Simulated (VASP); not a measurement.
# As in VASP: further runs

Runs on As. Level: PBE+D3(BJ). Tasks: single point.

Everything below comes from runs of VASP 6.6.1. Logs are shortened: lines on timing, memory, paths and dates and some standing lists are left out, and cuts for length are marked.

## 1. The cell of the first run

The cell holds a slab with vacuum, 2 atoms: a = 3.750 Å, b = 3.750 Å, c = 28.574 Å, α = 90.00°, β = 90.00°, γ = 120.00°.

## 2. Single point, PBE+D3(BJ)

Contents of INCAR:

```
SYSTEM = As
ALGO     = Normal         ! electronic algorithm
DIPOL    = 0.5 0.5 0.500
EDIFF    = 1E-6           ! SCF threshold, eV
ENCUT    = 520            ! plane-wave cutoff, eV
GGA      = PE             ! functional
IDIPOL   = 3            
ISIF     = 2              ! what is computed and relaxed
ISMEAR   = 0              ! smearing method
IVDW     = 12             ! dispersion correction
LASPH    = .TRUE.         ! aspherical terms in the spheres
LCHARG   = .FALSE.        ! write CHGCAR
LDIPOL   = .TRUE.       
LREAL    = .FALSE.        ! projectors in reciprocal space
LWAVE    = .FALSE.        ! write WAVECAR
NBANDS   = 12             ! bands
NELM     = 100            ! most SCF steps
PREC     = Accurate       ! precision mode
SIGMA    = 0.02           ! smearing width, eV
```

Contents of KPOINTS:

```
k-points
0
G
  9 9 1
  0 0 0
```

Contents of POSCAR:

```
As
1.0
    3.7500000000      0.0000000000      0.0000000000
   -1.8750000000      3.2475952642      0.0000000000
    0.0000000000      0.0000000000     28.5742413766
As
2
Direct
    0.3333333333      0.6666666667      0.4738050788
    0.6666666667      0.3333333333      0.5261949212
```

Potentials or basis: VASP PAW PBE potentials, release 64 (As).

On the command line:

```
> cat potpaw_PBE.64/As/POTCAR > POTCAR
> mpirun -np 1 vasp_std > vasp.out
```

OUTCAR:

```text
SYSTEM = As
   EDIFF = 1E-6
   ENCUT = 520
   GGA = PE
   ISIF = 2
   ISMEAR = 0
   IVDW = 12
   LASPH = .TRUE.
   LREAL = .FALSE.
   NELM = 100
   PREC = Accurate
 IVDW          = 12

 ion  position               nearest neighbor table
   1  0.333  0.667  0.474-   2 2.63   2 2.63   2 2.63
   2  0.667  0.333  0.526-   1 2.63   1 2.63   1 2.63

  LATTYP: Found a hexagonal cell.
 ALAT       =     3.7500000000
 C/A-ratio  =     7.6197977004

  Lattice vectors:

 A1 = (   3.7500000000,   0.0000000000,   0.0000000000)
 A2 = (  -1.8750000000,   3.2475952642,   0.0000000000)
 A3 = (   0.0000000000,   0.0000000000,  28.5742413766)

Analysis of symmetry for initial positions (statically):
=====================================================================
 Subroutine PRICEL returns:
 Original cell was already a primitive cell.

 Routine SETGRP: Setting up the symmetry group for a
 hexagonal supercell.

 Subroutine GETGRP returns: Found 12 space group operations
 (whereof 12 operations were pure point group operations)
 out of a pool of 24 trial point group operations.

The static configuration has the point symmetry D_3d.

Analysis of symmetry for dynamics (positions and initial velocities):
=====================================================================
 Subroutine PRICEL returns:
 Original cell was already a primitive cell.

 Routine SETGRP: Setting up the symmetry group for a
 hexagonal supercell.

 Subroutine GETGRP returns: Found 12 space group operations
 (whereof 12 operations were pure point group operations)
 out of a pool of 24 trial point group operations.

The dynamic configuration has the point symmetry D_3d.

 Subroutine INISYM returns: Found 12 space group operations
 (whereof 12 operations are pure point group operations),
 and found     1 'primitive' translations

----------------------------------------------------------------------------------------

                                     Primitive cell

  volume of cell :     347.9909

  direct lattice vectors                    reciprocal lattice vectors
     3.750000000  0.000000000  0.000000000     0.266666667  0.153960072  0.000000000
    -1.875000000  3.247595264  0.000000000     0.000000000  0.307920144  0.000000000
     0.000000000  0.000000000 28.574241377     0.000000000  0.000000000  0.034996555

  length of vectors
     3.750000000  3.750000000 28.574241377     0.307920144  0.307920144  0.034996555

  position of ions in fractional coordinates (direct lattice)
     0.333333333  0.666666667  0.473805079
     0.666666667  0.333333333  0.526194921

  ion indices of the primitive-cell ions
   primitive index   ion index
[... 78 lines left out ...]
   IALGO  =     38    algorithm
   IMIX   =      4    mixing-type and parameters
     AMIX     =   0.40;   BMIX     =  1.00
     AMIX_MAG =   1.60;   BMIX_MAG =  1.00
  volume/ion in A,a.u.               =     174.00      1174.18
  Fermi-wavevector in a.u.,A,eV,Ry     =   0.501440  0.947584  3.421075  0.251442
  Thomas-Fermi vector in A             =   1.509953
   LORBIT       =      0    0 simple, 1 ext, 2 COOP (PROOUT), +10 PAW based schemes
   GGA     = PE    functional components
   LHFCALC =     F    Hartree Fock is set to
   AEXX    =    0.0000 exact exchange contribution
   IVDW    =    12    specifies the selected vdW correction
   LEPSILON=     F    determine dielectric tensor
   LRPA    =     F    only Hartree local field effects (RPA)
 non-spin polarized calculation
 Gauss-broadening in eV      SIGMA  =   0.02
  energy-cutoff  :      520.00
  volume of cell :      347.99
 maximum number of plane-waves:      9407
 NGX is ok and might be reduce to    28
   NGX = 13   NGY = 13   NGZ =107

 number of electron      10.0000001 magnetization

 dipolmoment           0.000000      0.000000     -0.000000 electrons x Angstroem

 Free energy of the ion-electron system (eV)
  ---------------------------------------------------
  ext. energy  EPLUGINS =         0.00000000
  ---------------------------------------------------
  free energy    TOTEN  =        -9.16670524 eV

  energy without entropy =       -9.16670524  energy(sigma->0) =       -9.16670524

 E-fermi :  -3.8102     XC(G=0):  -1.7993

 val. band max:       -3.9318106098   @ k =   0.0000   0.0000   0.0000
 cond. band min:      -2.4933472641   @ k =   0.3333   0.0000   0.0000
 fundamental gap:      1.4384633457
 Fermi energy:        -3.8102258422

 k-point     1 :       0.0000    0.0000    0.0000
  band No.  band energies     occupation
      1     -16.6026      2.00000
      2     -11.3980      2.00000
      3      -4.6176      2.00000
      4      -3.9318      2.00000
      5      -3.9318      2.00000
      6      -2.4370      0.00000
      7      -0.8815      0.00000
      8      -0.8815      0.00000
      9       0.7758      0.00000
     10       0.9142      0.00000
     11       1.3047      0.00000
     12       1.5929      0.00000
[... 151 lines left out ...]
 k-point    12 :       0.3333    0.3333    0.0000
  band No.  band energies     occupation
      1     -13.6252      2.00000
      2     -13.6252      2.00000
      3      -7.6694      2.00000
      4      -5.9199      2.00000
      5      -5.9199      2.00000
      6      -2.1560      0.00000
      7      -0.0859      0.00000
      8      -0.0859      0.00000
      9       3.8024      0.00000
     10       4.4671      0.00000
     11       4.4671      0.00000
     12       5.2725      0.00000

------------------------ aborting loop because EDIFF is reached ----------------------------------------

 vacuum level on the upper side and lower side of the slab       (xc-potential included)        -0.007        -0.007

 Edisp (eV)   -0.37976

 E8    (eV) :    -0.1727

  FORCE on cell =-STRESS in cart. coord.  units (eV):
  Direction    XX          YY          ZZ          XY          YZ          ZX
  --------------------------------------------------------------------------------------
  -------------------------------------------------------------------------------------
  Total      -2.50735    -2.50735    -2.24482     0.00000     0.00000     0.00000
  in kB     -11.54404   -11.54404   -10.33533     0.00000     0.00000     0.00000
  external pressure =      -11.14 kB  Pullay stress =        0.00 kB

 VOLUME and BASIS-vectors are now :
 -----------------------------------------------------------------------------
  energy-cutoff  :      520.00
  volume of cell :      347.99
      direct lattice vectors                 reciprocal lattice vectors
     3.750000000  0.000000000  0.000000000     0.266666667  0.153960072  0.000000000
    -1.875000000  3.247595264  0.000000000     0.000000000  0.307920144  0.000000000
     0.000000000  0.000000000 28.574241377     0.000000000  0.000000000  0.034996555

 POSITION                                       TOTAL-FORCE (eV/Angst)
 -----------------------------------------------------------------------------------
     -0.00000      2.16506     13.53862         0.000000     -0.000000      1.498315
      1.87500      1.08253     15.03562        -0.000000      0.000000     -1.498315
 -----------------------------------------------------------------------------------
    total drift:                               -0.000000      0.000000      0.000000

  FREE ENERGIE OF THE ION-ELECTRON SYSTEM (eV)
  ---------------------------------------------------
  free  energy   TOTEN  =        -9.5464610390 eV

  energy  without entropy=       -9.5464610390  energy(sigma->0) =       -9.54646104

 vacuum level on the upper side and lower side of the slab         1.192         1.192
```

stdout:

```text
POSCAR found type information on POSCAR As
 POSCAR found :  1 types and       2 ions
 scaLAPACK will be used
 LDA part: xc-table for (Slater+PW92), standard interpolation
 POSCAR, INCAR and KPOINTS ok, starting setup
 FFT: planning ... GRIDC
 FFT: planning ... GRID_SOFT
 FFT: planning ... GRID
 WAVECAR not read
 entering main loop
```

Wall time 67 s (1 thread of Intel Xeon Platinum 8259CL at 2.50GHz (Skylake/Cascade Lake), shared host); peak memory 0.38 GiB.

Results:

| Property | Result |
| --- | --- |
| Free energy | -9.5465 eV |
| Largest force | 1.498 eV/Å |
| Band gap on the k mesh | 1.44 eV (least direct gap 1.49 eV) |
| Dispersion energy per atom | -0.190 eV |

Forces in eV/Å, atoms in the order of the input:
```
As   0.000  0.000  1.498
As   0.000  0.000 -1.498
```

Levels at points of the mesh, in eV from the valence-band top:
```
           k point  band 3  band 4  band 5  band 6  band 7  band 8
(0.00, 0.00, 0.00)   -0.69    0.00    0.00    1.49    3.05    3.05
```

## 3. Single point, PBE+D3(BJ)

Contents of INCAR:

```
SYSTEM = As
  PREC = Accurate
  ENCUT = 520
  EDIFF = 1E-6
  ISMEAR = 0
  SIGMA = 0.02
  LREAL = .FALSE.
  LASPH = .TRUE.
  NELM = 100
  ALGO = Normal
  ISIF = 2
  LWAVE = .FALSE.
  LCHARG = .FALSE.
  LDIPOL = .TRUE.
  IDIPOL = 3
  DIPOL = 0.5 0.5 0.500
  GGA = PE
  IVDW = 12
  NBANDS = 12
```

Contents of KPOINTS:

```
regular mesh
0
G
  9 9 1
  0 0 0
```

Contents of POSCAR:

```
As
1.0
    3.7500000000      0.0000000000      0.0000000000
   -1.8750000000      3.2475952642      0.0000000000
    0.0000000000      0.0000000000     28.5742413766
As
2
Direct
    0.3333333333      0.6666666667      0.4633236107
    0.6666666667      0.3333333333      0.5366763893
```

Potentials or basis: VASP PAW PBE potentials, release 64 (As).

On the command line:

```
> cat potpaw_PBE.64/As/POTCAR > POTCAR
> mpirun -np 1 vasp_std > vasp.out
```

OUTCAR:

```text
SYSTEM = As
   PREC = Accurate
   ENCUT = 520
   EDIFF = 1E-6
   ISMEAR = 0
   LREAL = .FALSE.
   LASPH = .TRUE.
   NELM = 100
   ISIF = 2
   GGA = PE
   IVDW = 12
 IVDW          = 12

 ion  position               nearest neighbor table
   1  0.333  0.667  0.463-
   2  0.667  0.333  0.537-

  LATTYP: Found a hexagonal cell.
 ALAT       =     3.7500000000
 C/A-ratio  =     7.6197977004

  Lattice vectors:

 A1 = (   3.7500000000,   0.0000000000,   0.0000000000)
 A2 = (  -1.8750000000,   3.2475952642,   0.0000000000)
 A3 = (   0.0000000000,   0.0000000000,  28.5742413766)

Analysis of symmetry for initial positions (statically):
=====================================================================
 Subroutine PRICEL returns:
 Original cell was already a primitive cell.

 Routine SETGRP: Setting up the symmetry group for a
 hexagonal supercell.

 Subroutine GETGRP returns: Found 12 space group operations
 (whereof 12 operations were pure point group operations)
 out of a pool of 24 trial point group operations.

[... 167 lines left out ...]
      7      -0.9470      0.00000
      8      -0.9470      0.00000
      9       0.7529      0.00000
     10       0.9755      0.00000
     11       1.2423      0.00000
     12       1.6597      0.00000
[... 151 lines left out ...]
 k-point    12 :       0.3333    0.3333    0.0000
  band No.  band energies     occupation
      1     -12.8249      2.00000
      2     -12.8249      2.00000
      3      -6.0757      2.00000
      4      -5.5759      2.00000
      5      -5.5759      2.00000
      6      -3.2609      2.00000
      7      -1.6337      0.00000
      8      -1.6337      0.00000
      9       3.4827      0.00000
     10       4.5242      0.00000
     11       4.5242      0.00000
     12       4.9521      0.00000

------------------------ aborting loop because EDIFF is reached ----------------------------------------

 vacuum level on the upper side and lower side of the slab       (xc-potential included)        -0.007        -0.007

 Edisp (eV)   -0.38780

 E8    (eV) :    -0.1764

  FORCE on cell =-STRESS in cart. coord.  units (eV):
  Direction    XX          YY          ZZ          XY          YZ          ZX
  --------------------------------------------------------------------------------------
  -------------------------------------------------------------------------------------
  Total      -3.51122    -3.51122    -7.77701     0.00000    -0.00000    -0.00000
  in kB     -16.16592   -16.16592   -35.80596     0.00000    -0.00000    -0.00000
  external pressure =      -22.71 kB  Pullay stress =        0.00 kB

 VOLUME and BASIS-vectors are now :
 -----------------------------------------------------------------------------
  energy-cutoff  :      520.00
  volume of cell :      347.99
      direct lattice vectors                 reciprocal lattice vectors
     3.750000000  0.000000000  0.000000000     0.266666667  0.153960072  0.000000000
    -1.875000000  3.247595264  0.000000000     0.000000000  0.307920144  0.000000000
     0.000000000  0.000000000 28.574241377     0.000000000  0.000000000  0.034996555

 POSITION                                       TOTAL-FORCE (eV/Angst)
 -----------------------------------------------------------------------------------
     -0.00000      2.16506     13.23912        -0.000000      0.000000      3.709802
      1.87500      1.08253     15.33512         0.000000     -0.000000     -3.709802
 -----------------------------------------------------------------------------------
    total drift:                               -0.000000     -0.000000      0.000000

  FREE ENERGIE OF THE ION-ELECTRON SYSTEM (eV)
  ---------------------------------------------------
  free  energy   TOTEN  =        -7.6429107001 eV

  energy  without entropy=       -7.6429107001  energy(sigma->0) =       -7.64291070

 vacuum level on the upper side and lower side of the slab         1.141         1.141
```

OSZICAR:

```text
N       E                     dE             d eps       ncg     rms          rms(c)
DAV:   1     0.582570933360E+02    0.58257E+02   -0.25540E+03   288   0.515E+02
DAV:   2    -0.128129914640E+01   -0.59538E+02   -0.51701E+02   496   0.792E+01
DAV:   3    -0.723285587556E+01   -0.59516E+01   -0.58127E+01   400   0.352E+01
[... 12 lines left out ...]
DAV:  16    -0.725509033534E+01   -0.17376E-04   -0.13906E-06   380   0.299E-03    0.997E-04
DAV:  17    -0.725510328370E+01   -0.12948E-04   -0.52778E-07   324   0.209E-03    0.518E-04
DAV:  18    -0.725510710882E+01   -0.38251E-05   -0.92595E-08   288   0.751E-04    0.448E-04
DAV:  19    -0.725510990030E+01   -0.27915E-05   -0.77568E-08   288   0.683E-04    0.127E-04
DAV:  20    -0.725511020978E+01   -0.30947E-06   -0.17387E-09   268   0.166E-04
   1 F= -.76429107E+01 E0= -.76429107E+01  d E =-.623899E-13
```

stdout:

```text
POSCAR found type information on POSCAR As
 POSCAR found :  1 types and       2 ions
 scaLAPACK will be used
 LDA part: xc-table for (Slater+PW92), standard interpolation
 POSCAR, INCAR and KPOINTS ok, starting setup
 FFT: planning ... GRIDC
 FFT: planning ... GRID_SOFT
 FFT: planning ... GRID
 WAVECAR not read
 entering main loop
```

Wall time 67 s (1 thread of Intel Xeon Platinum 8259CL at 2.50GHz (Skylake/Cascade Lake), shared host); peak memory 0.39 GiB.

Results:

| Quantity | Value |
| --- | --- |
| Free energy | -7.6429 eV |
| Largest force | 3.710 eV/Å |
| Band gap on the k mesh | zero (bands 5 and 6 overlap by 0.88 eV) |
| Dispersion energy per atom | -0.194 eV |

Forces in eV/Å, atoms in the order of the input:
```
As   0.000  0.000  3.710
As   0.000  0.000 -3.710
```

Levels at points of the mesh, in eV from the Fermi level:
| k point | band 1 | band 2 | band 3 | band 4 | band 5 | band 6 | band 7 | band 8 | band 9 | band 10 |
| --- | --- | --- | --- | --- | --- | --- | --- | --- | --- | --- |
| (0.00, 0.00, 0.00) | -12.02 | -9.49 | -2.38 | 0.62 | 0.62 | 0.95 | 2.06 | 2.06 | 3.76 | 3.98 |

The gap in the log of VASP goes by the Fermi energy; the results here count the filled bands.